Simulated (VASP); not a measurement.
CoSn3, 4 atoms in the cell. Symmetry: Fm-3m, No. 225, cubic system. Conventional cell: a = 6.959 Å, b = 6.959 Å, c = 6.959 Å, α = 90.00°, β = 90.00°, γ = 90.00°. Within 4.0 Å of Sn (site symmetry -43m) lie 10 Sn at 3.01 to 3.48 Å and 4 Co at 3.01 Å. Within 4.0 Å of Sn (site symmetry m-3m) lie 8 Sn at 3.01 Å and 6 Co at 3.48 Å. Co (site symmetry m-3m) has 14 Sn at 3.01 to 3.48 Å within 4.0 Å. 

* Program: VASP 6.6.1
* Task: relaxation of cell and atoms
* Functional: PBEsol
* Potentials or basis: VASP PAW PBE potentials, release 64 (Sn_d, Co)
* Cutoff: 600 eV
* k mesh: 10 × 10 × 10
* Occupations: gaussian, width 0.1 eV
* Spin: no spin polarisation
* Dipole correction: no
* Further INCAR settings: ALGO = Fast; EDIFF = 1e-07; IBRION = 2; EDIFFG = -0.01; NSW = 80; ISIF = 3

Potentials or basis: VASP PAW PBE potentials, release 64 (Sn_d, Co).

The run is started by

```bash
$ cat potpaw_PBE.64/Sn_d/POTCAR potpaw_PBE.64/Co/POTCAR > POTCAR
$ mpirun -np 1 vasp_std > vasp.out
```

Hardware: 1 thread of Intel(R) Xeon(R) 6975P-C (Granite Rapids), on a shared host.

Task: How long does it take, and how much memory?

Result: It took 3.2 min on 1 thread of Intel(R) Xeon(R) 6975P-C (Granite Rapids) (shared host), peak memory 0.33 GiB. Counts: scf iterations 41, k points 47, ion steps 3.
